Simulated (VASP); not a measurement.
C: single point with LDA

Crystal: C.

```
CELL_PARAMETERS angstrom
0.00000 1.77143 1.77143
1.77143 0.00000 1.77143
1.77143 1.77143 0.00000
ATOMIC_POSITIONS crystal
C 0.50000 0.50000 0.50000
C 0.75000 0.75000 0.75000
```

This cell differs from its parent crystal: volume scaled by 0.98.

- Program: VASP 6.6.1
- Task: single point
- Functional: LDA
- Potentials or basis: VASP PAW LDA potentials, release 64 (C)
- Cutoff: 520 eV
- k mesh: 20 × 20 × 20
- Occupations: fermi-dirac, width 0.08 eV
- Spin: no spin polarisation

```json
{
  "Pressure": "-2.8 GPa",
  "Band gap on the k mesh": "4.15 eV, indirect (least direct gap 5.60 eV)"
}
```

Levels at points of the mesh, in eV from the valence-band top:
| k point | band 2 | band 3 | band 4 | band 5 | band 6 | band 7 |
| --- | --- | --- | --- | --- | --- | --- |
| (0.00, 0.00, 0.00) | 0.00 | 0.00 | 0.00 | 5.60 | 5.60 | 5.60 |
| (0.50, 0.00, 0.00) | -13.58 | -2.84 | -2.84 | 8.47 | 8.47 | 9.29 |
| (0.50, 0.50, 0.00) | -12.75 | -6.41 | -6.41 | 4.75 | 4.75 | 16.93 |

Run time: 40 s on 1 thread of Intel Xeon 8259CL, with other jobs on the host, peak memory 0.13 GiB.

 A k mesh can miss the band edges.
